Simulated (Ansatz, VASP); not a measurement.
BaTiO3: VASP beside Ansatz

```
Ba Ti O
1.0
     4.03190    0.00000    0.00000
     0.00000    3.97232    0.00000
     0.00000    0.00000    4.11238
Ba Ti O
1 1 3
Direct
  0.00000 0.00000 0.99261
  0.50000 0.50000 0.47453
  0.50000 0.50000 0.03157
  0.50000 0.00000 0.51464
  0.00000 0.50000 0.51464
```

Change from the starting cell: strain +0.0150 x Voigt [1, 0, 0, 0, 0, 0], atoms carried along.

Alike in both runs: task single point; functional r2SCAN; k mesh 8 × 8 × 8; occupations gaussian, width 0.05 eV; no spin polarisation.

|  | VASP | Ansatz |
| --- | --- | --- |
| version | VASP 6.6.1 | Ansatz 0.2.0 |
| potentials or method | VASP PAW PBE potentials, release 64 (Ba_sv, Ti_sv, O), cutoff 520 eV | scalar-relativistic, plane waves, PAW |
| valence electrons in the cell | 40 | 40 |

|  | VASP | Ansatz | Ansatz less VASP |
| --- | --- | --- | --- |
| gap on the k mesh at the Fermi level (eV) | 2.18 | 2.19 | +0.018 |
| least direct gap on the mesh (eV) | 2.66 | 2.65 | -0.009 |
| pressure (GPa) | -0.7 | -2.5 | -1.83 |
| traceless stress, the component that is largest in VASP (GPa) | -1.90 | -1.78 | +0.122 |
| rms of the force components (eV/Å) | 0.047 | 0.024 | -0.0234 |

VASP's potentials were made for PBE, not for r2SCAN. Atom by atom the forces differ by 0.062 eV/Å (rms over components). With one functional, cell and mesh, what is left measures potentials, basis and numerics.

Spin-orbit coupling is off throughout.
